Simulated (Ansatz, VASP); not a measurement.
## W in VASP and in Ansatz

```
CELL_PARAMETERS angstrom
-1.58516 1.58516 1.58516
1.58516 -1.58516 1.58516
1.58516 1.58516 -1.58516
ATOMIC_POSITIONS crystal
W 0.00000 0.00000 0.00000
```

Alike in both runs: task electric field gradients; functional r2SCAN; k mesh 16 × 16 × 16; occupations fermi-dirac, width 0.03 eV; no spin polarisation.

|  | VASP | Ansatz |
| --- | --- | --- |
| version | VASP 6.6.1 | Ansatz 0.2.0 |
| potentials or method | VASP PAW PBE potentials, release 64 (W_sv) | PAW with Ansatz's default frozen-core files, scalar-relativistic |
| plane-wave cutoff (eV) | 520 | 500 |
| valence electrons in the cell | 14 | 14 |

```tsv
	VASP	Ansatz	Ansatz less VASP
pressure (GPa)	0.7	-0.6	-1.30
```

VASP's potentials were made for PBE, not for r2SCAN.

Spin-orbit coupling is off throughout.
